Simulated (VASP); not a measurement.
# KI (Fm-3m) in VASP: notebook

The runs below take KI through single point, with PBE.

Everything below comes from runs of VASP 6.6.1. Logs are shortened: lines on timing, memory, paths and dates and some standing lists are left out, and cuts for length are marked.

### 1 The cell of the first run

The structure is cubic, space group Fm-3m (No. 225). Conventional cell: a = 7.182 Å, b = 7.182 Å, c = 7.182 Å, α = 90.00°, β = 90.00°, γ = 90.00°. K (site symmetry m-3m) has 6 I at 3.59 Å within 4.7 Å. I (site symmetry m-3m) has 6 K at 3.59 Å within 4.7 Å.

### 2 Single point, PBE

File INCAR:

```
SYSTEM = KI
PREC = Accurate ; ENCUT = 520
EDIFF = 1E-7 ; ISMEAR = 0
SIGMA = 0.01 ; LREAL = .False.
LASPH = .True. ; NELM = 80
ALGO = Normal ; ISIF = 2
LWAVE = .False. ; LCHARG = .False.
GGA = PE ; NBANDS = 15
```

File KPOINTS:

```
Automatic mesh
0
Gamma
  6 6 6
  0 0 0
```

File POSCAR:

```
KI
1.0
    0.0000000000      3.5911591809      3.5911591809
    3.5911591809      0.0000000000      3.5911591809
    3.5911591809      3.5911591809      0.0000000000
K I
1 1
Direct
    0.0000000000      0.0000000000      0.0000000000
    0.5000000000      0.5000000000      0.5000000000
```

Potentials or basis: VASP PAW PBE potentials, release 64 (K_sv, I).

On the command line:

```
cat potpaw_PBE.64/K_sv/POTCAR potpaw_PBE.64/I/POTCAR > POTCAR
mpirun -np 1 vasp_std > vasp.out
```

OUTCAR:

```text
SYSTEM = KI
   PREC = Accurate
   ENCUT = 520
   EDIFF = 1E-7
   ISMEAR = 0
   LREAL = .False.
   LASPH = .True.
   NELM = 80
   ISIF = 2
   GGA = PE

 ion  position               nearest neighbor table
   1  0.000  0.000  0.000-   2 3.59   2 3.59   2 3.59   2 3.59   2 3.59   2 3.59
   2  0.500  0.500  0.500-   1 3.59   1 3.59   1 3.59   1 3.59   1 3.59   1 3.59

  LATTYP: Found a face centered cubic cell.
 ALAT       =     7.1823183618

  Lattice vectors:

 A1 = (   0.0000000000,   3.5911591809,   3.5911591809)
 A2 = (   3.5911591809,   0.0000000000,   3.5911591809)
 A3 = (   3.5911591809,   3.5911591809,   0.0000000000)

Analysis of symmetry for initial positions (statically):
=====================================================================
 Subroutine PRICEL returns:
 Original cell was already a primitive cell.

 Routine SETGRP: Setting up the symmetry group for a
 face centered cubic supercell.

 Subroutine GETGRP returns: Found 48 space group operations
 (whereof 48 operations were pure point group operations)
 out of a pool of 48 trial point group operations.

The static configuration has the point symmetry O_h .

Analysis of symmetry for dynamics (positions and initial velocities):
=====================================================================
 Subroutine PRICEL returns:
 Original cell was already a primitive cell.

 Routine SETGRP: Setting up the symmetry group for a
 face centered cubic supercell.

 Subroutine GETGRP returns: Found 48 space group operations
 (whereof 48 operations were pure point group operations)
 out of a pool of 48 trial point group operations.

The dynamic configuration has the point symmetry O_h .

 Subroutine INISYM returns: Found 48 space group operations
 (whereof 48 operations are pure point group operations),
 and found     1 'primitive' translations

----------------------------------------------------------------------------------------

                                     Primitive cell

  volume of cell :      92.6262

  direct lattice vectors                    reciprocal lattice vectors
     0.000000000  3.591159181  3.591159181    -0.139230810  0.139230810  0.139230810
     3.591159181  0.000000000  3.591159181     0.139230810 -0.139230810  0.139230810
     3.591159181  3.591159181  0.000000000     0.139230810  0.139230810 -0.139230810

  length of vectors
     5.078666018  5.078666018  5.078666018     0.241154836  0.241154836  0.241154836

  position of ions in fractional coordinates (direct lattice)
     0.000000000  0.000000000  0.000000000
     0.500000000  0.500000000  0.500000000

  ion indices of the primitive-cell ions
   primitive index   ion index
                 1           1
                 2           2

----------------------------------------------------------------------------------------

 KPOINTS: Automatic mesh

Automatic generation of k-mesh.
 Grid dimensions read from file:
 generate k-points for:    6    6    6

 Generating k-lattice:

  Cartesian coordinates                     Fractional coordinates (reciprocal lattice)
    -0.023205135  0.023205135  0.023205135     0.166666667  0.000000000  0.000000000
     0.023205135 -0.023205135  0.023205135     0.000000000  0.166666667  0.000000000
     0.023205135  0.023205135 -0.023205135     0.000000000  0.000000000  0.166666667

  Length of vectors
     0.040192473  0.040192473  0.040192473

  Shift w.r.t. Gamma in fractional coordinates (k-lattice)
     0.000000000  0.000000000  0.000000000

 Subroutine IBZKPT returns following result:
 ===========================================

 Found     16 irreducible k-points:

 Following reciprocal coordinates:
            Coordinates               Weight
  0.000000  0.000000  0.000000      1.000000
  0.166667  0.000000  0.000000      8.000000
  0.333333  0.000000  0.000000      8.000000
  0.500000  0.000000  0.000000      4.000000
  0.166667  0.166667  0.000000      6.000000
  0.333333  0.166667  0.000000     24.000000
[... 8 lines left out ...]
 -0.333333  0.333333  0.166667     24.000000
 -0.333333  0.500000  0.166667     12.000000
   k-points           NKPTS =     16   k-points in BZ     NKDIM =     16   number of bands    NBANDS=     15
   number of dos      NEDOS =    301   number of ions     NIONS =      2
   total plane-waves  NPLWV =  64000
   dimension x,y,z NGX =    40 NGY =   40 NGZ =   40
   dimension x,y,z NGXF=    80 NGYF=   80 NGZF=   80
   ions per type =               1   1
   NGX,Y,Z   is equivalent  to a cutoff of  13.09, 13.09, 13.09 a.u.
   NGXF,Y,Z  is equivalent  to a cutoff of  26.19, 26.19, 26.19 a.u.
 SYSTEM =  KI
   PREC   = accura    normal or accurate (medium, high low for compatibility)
   ISTART =      0    job   : 0-new  1-cont  2-samecut
   ICHARG =      2    charge: 1-file 2-atom 10-const
   ISPIN  =      1    spin polarized calculation?
   LNONCOLLINEAR =      F non collinear calculations
   LSORBIT =      F    spin-orbit coupling
   LASPH  =      T    aspherical Exc in radial PAW
   ENCUT  =  520.0 eV  38.22 Ry    6.18 a.u.   9.44  9.44  9.44*2*pi/ulx,y,z
   NELM   =     80;   NELMIN=  2; NELMDL= -5     # of ELM steps
   EDIFF  = 0.1E-06   stopping-criterion for ELM
   LREAL  =      F    real-space projection
   EDIFFG = 0.1E-05   stopping-criterion for IOM
   NSW    =      0    number of steps for IOM
   IBRION =     -1    ionic relax: 0-MD 1-quasi-New 2-CG
   NFREE  =      0    steps in history (QN), initial steepest desc. (CG)
   ISIF   =      2    stress and relaxation
   ISYM   =      2    0-nonsym 1-usesym 2-fastsym
   POTIM  = 0.5000    time-step for ionic-motion
   TEBEG  =    0.0;   TEEND  =   0.0 temperature during run
   PSTRESS=    0.0 pullay stress
   NELECT =      16.0000    total number of electrons
   NUPDOWN=      -1.0000    fix difference up-down
   EMIN   =  10.00;   EMAX   =-10.00  energy-range for DOS
   EFERMI =   0.00;   METHOD = LEGACY
   ISMEAR =     0;   SIGMA  =   0.01  broadening in eV -4-tet -1-fermi 0-gaus
   EFERMI_NEDOS =   21; number of points for ismear=-14 and -15
   IALGO  =     38    algorithm
   IMIX   =      4    mixing-type and parameters
     AMIX     =   0.40;   BMIX     =  1.00
     AMIX_MAG =   1.60;   BMIX_MAG =  1.00
  volume/ion in A,a.u.               =      46.31       312.54
  Fermi-wavevector in a.u.,A,eV,Ry     =   0.911738  1.722935 11.310069  0.831267
  Thomas-Fermi vector in A             =   2.036053
   LORBIT       =      0    0 simple, 1 ext, 2 COOP (PROOUT), +10 PAW based schemes
   GGA     = PE    functional components
   LHFCALC =     F    Hartree Fock is set to
   AEXX    =    0.0000 exact exchange contribution
   IVDW    =     0    specifies the selected vdW correction
   LEPSILON=     F    determine dielectric tensor
   LRPA    =     F    only Hartree local field effects (RPA)
 non-spin polarized calculation
 Gauss-broadening in eV      SIGMA  =   0.01
  energy-cutoff  :      520.00
  volume of cell :       92.63
 maximum number of plane-waves:      2523
 NGX is ok and might be reduce to    40
   NGX = 19   NGY = 19   NGZ = 19

 number of electron      16.0000001 magnetization

 Free energy of the ion-electron system (eV)
  ---------------------------------------------------
  ext. energy  EPLUGINS =         0.00000000
  ---------------------------------------------------
  free energy    TOTEN  =        -5.56515129 eV

  energy without entropy =       -5.56515129  energy(sigma->0) =       -5.56515129

 E-fermi :  -0.5240     XC(G=0):  -6.9870

 val. band max:       -0.6615386621   @ k =   0.0000   0.0000   0.0000
 cond. band min:       3.1904818958   @ k =   0.0000   0.0000   0.0000
 fundamental gap:      3.8520205579
 Fermi energy:        -0.5239623918

 k-point     1 :       0.0000    0.0000    0.0000
  band No.  band energies     occupation
      1     -29.2538      2.00000
      2     -12.7354      2.00000
      3     -12.7354      2.00000
      4     -12.7354      2.00000
      5     -11.0934      2.00000
      6      -0.6615      2.00000
      7      -0.6615      2.00000
      8      -0.6615      2.00000
      9       3.1905      0.00000
     10       5.8502      0.00000
     11       5.8502      0.00000
     12       5.8502      0.00000
     13       6.5351      0.00000
     14       6.5351      0.00000
     15       9.0675      0.00000

 k-point     2 :       0.1667    0.0000    0.0000
  band No.  band energies     occupation
      1     -29.2534      2.00000
      2     -12.7649      2.00000
      3     -12.7360      2.00000
      4     -12.7360      2.00000
      5     -11.0370      2.00000
      6      -1.0434      2.00000
      7      -0.7410      2.00000
      8      -0.7410      2.00000
      9       3.7874      0.00000
     10       5.7567      0.00000
     11       6.1273      0.00000
     12       6.1273      0.00000
     13       6.8259      0.00000
     14       6.8259      0.00000
     15       9.8881      0.00000

 k-point     3 :       0.3333    0.0000    0.0000
  band No.  band energies     occupation
      1     -29.2526      2.00000
      2     -12.8191      2.00000
      3     -12.7370      2.00000
      4     -12.7370      2.00000
      5     -10.9272      2.00000
      6      -1.6294      2.00000
      7      -0.8892      2.00000
      8      -0.8892      2.00000
      9       4.6018      0.00000
     10       6.2350      0.00000
     11       6.7920      0.00000
     12       6.7920      0.00000
     13       7.6038      0.00000
     14       7.6038      0.00000
     15       8.8124      0.00000
[... 199 lines left out ...]
 k-point    15 :      -0.3333    0.3333    0.1667
  band No.  band energies     occupation
      1     -29.2519      2.00000
      2     -12.7985      2.00000
      3     -12.7550      2.00000
      4     -12.7472      2.00000
      5     -10.9130      2.00000
      6      -1.5488      2.00000
      7      -1.2465      2.00000
      8      -1.0628      2.00000
      9       5.5552      0.00000
     10       5.9041      0.00000
     11       6.2111      0.00000
     12       7.4444      0.00000
     13       7.9765      0.00000
     14       8.4300      0.00000
     15       9.0554      0.00000

 k-point    16 :      -0.3333    0.5000    0.1667
  band No.  band energies     occupation
      1     -29.2518      2.00000
      2     -12.7670      2.00000
      3     -12.7661      2.00000
      4     -12.7554      2.00000
      5     -10.9373      2.00000
      6      -1.4654      2.00000
      7      -1.1789      2.00000
      8      -1.1560      2.00000
      9       5.0302      0.00000
     10       5.5944      0.00000
     11       6.6544      0.00000
     12       7.4850      0.00000
     13       7.7883      0.00000
     14       8.8520      0.00000
     15       9.2161      0.00000

------------------------ aborting loop because EDIFF is reached ----------------------------------------

  FORCE on cell =-STRESS in cart. coord.  units (eV):
  Direction    XX          YY          ZZ          XY          YZ          ZX
  --------------------------------------------------------------------------------------
  -------------------------------------------------------------------------------------
  Total        0.0106463      0.0106463      0.0106463      0.0000000     -0.0000000     -0.0000000
  in kB        0.1841516      0.1841516      0.1841516      0.0000000     -0.0000000     -0.0000000
  external PRESSURE =       0.1841516 kB  Pullay stress =       0.0000000 kB

 VOLUME and BASIS-vectors are now :
 -----------------------------------------------------------------------------
  energy-cutoff  :      520.00
  volume of cell :       92.63
      direct lattice vectors                 reciprocal lattice vectors
     0.000000000  3.591159181  3.591159181    -0.139230810  0.139230810  0.139230810
     3.591159181  0.000000000  3.591159181     0.139230810 -0.139230810  0.139230810
     3.591159181  3.591159181  0.000000000     0.139230810  0.139230810 -0.139230810

 POSITION                                       TOTAL-FORCE (eV/Angst)
 -----------------------------------------------------------------------------------
      0.00000      0.00000      0.00000        -0.000000     -0.000000     -0.000000
      3.59116      3.59116      3.59116         0.000000      0.000000      0.000000
 -----------------------------------------------------------------------------------
    total drift:                                0.000000     -0.000000     -0.000000

  FREE ENERGIE OF THE ION-ELECTRON SYSTEM (eV)
  ---------------------------------------------------
  free  energy   TOTEN  =        -5.5651512908 eV

  energy  without entropy=       -5.5651512908  energy(sigma->0) =       -5.56515129
```

It took 31 s on 1 thread of Intel Xeon Platinum 8259CL at 2.50GHz (Skylake/Cascade Lake), shared host; peak memory 0.24 GiB.

What came out:

| Property | Result |
| --- | --- |
| Free energy | -5.5652 eV |
| Pressure | 0.0 GPa |
| Band gap on the k mesh | 3.85 eV, direct |

Caveat: spin-orbit coupling is left out, which moves the levels of the heavy elements. PBE gaps usually lie below the measured ones, often by a third to a half.

[end of part 1 of 2]
